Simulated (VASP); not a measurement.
A run of VASP 6.6.1:

Contents of POSCAR:

```
Rh
1.0
    0.0000000000      1.9015500000      1.8730267500
    1.9015500000      0.0000000000      1.8730267500
    1.9015500000      1.9015500000      0.0000000000
Rh
1
Direct
    0.0000000000      0.0000000000      0.0000000000
```

The input INCAR.step1:

```
SYSTEM = Rh
PREC = Accurate ; ENCUT = 520
ISMEAR = 0 ; SIGMA = 0.15
LREAL = .FALSE. ; LASPH = .TRUE.
NELM = 60 ; NBANDS = 14
GGA = PE ; ALGO = Normal
EDIFF = 1E-4 ; LWAVE = .TRUE.
LCHARG = .FALSE.
```

File INCAR.step2:

```
SYSTEM = Rh
PREC = Accurate ; ENCUT = 520
EDIFF = 1E-6 ; ISMEAR = 0
SIGMA = 0.15 ; LREAL = .FALSE.
LASPH = .TRUE. ; NELM = 60
ALGO = Normal ; ISIF = 2
LWAVE = .FALSE. ; LCHARG = .FALSE.
METAGGA = R2SCAN ; LMIXTAU = .TRUE.
NBANDS = 14 ; ISTART = 1
```

The input KPOINTS:

```
regular mesh
0
G
  8 8 8
  0 0 0
```

Potentials or basis: VASP PAW PBE potentials, release 64 (Rh_pv).

Run with:

```sh
$ cat potpaw_PBE.64/Rh_pv/POTCAR > POTCAR
$ cp INCAR.step1 INCAR
$ mpirun -np 1 vasp_std > vasp.out
$ cp INCAR.step2 INCAR
$ mpirun -np 1 vasp_std > vasp.out
```

Hardware: 1 thread of Intel Xeon 6975P-C, with other jobs on the host.

Task: How long does it take, and how much memory?

Result: Wall time 33 s on 1 thread of Intel Xeon 6975P-C, with other jobs on the host, peak memory 0.13 GiB. Counts: k points 59.
